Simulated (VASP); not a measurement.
InP:

```
In P
1.0
     0.00000    2.93050    2.93050
     2.93050    0.00000    2.93050
     2.93050    2.93050    0.00000
In P
1 1
Cartesian
  0.0000 0.0000 0.0000
  4.3957 4.3957 4.3957
```

| Item | Value |
| --- | --- |
| Program | VASP 6.6.1 |
| Task | relaxation of cell and atoms |
| Functional | RPBE |
| Potentials or basis | VASP PAW PBE potentials, release 64 (In_d, P) |
| Cutoff | 600 eV |
| k mesh | 8 × 8 × 8 |
| Occupations | fermi-dirac, width 0.05 eV |
| Spin | no spin polarisation |

At the start: pressure 5.1 GPa; volume 25.17 Å³/atom.

Problem. Where does the relaxation end?

Solution. Over 3 steps the energy falls by 30.4 meV/atom and the volume is 27.21 Å³/atom (+8.1 %); space group F-43m (No. 216, to 0.05 Å).

The path:
| step | energy change (eV) | largest force (eV/Å) | pressure (GPa) | volume (Å³) |
| --- | --- | --- | --- | --- |
| 1 | 0.0000 | 0.0000 | 5.13 | 50.33 |
| 2 | -0.0491 | 0.0000 | -1.80 | 56.43 |
| 3 | -0.0607 | 0.0000 | 0.01 | 54.42 |

Final structure:
```xyz
2
Lattice="0.0000 3.0077 3.0077 3.0077 0.0000 3.0077 3.0077 3.0077 0.0000" Properties=species:S:1:pos:R:3 pbc="T T T"
In    0.0000    0.0000    0.0000
P     4.5116    4.5116    4.5116
```

Caveat: the PAW data sets were made with another functional, which shifts forces and pressure a little.
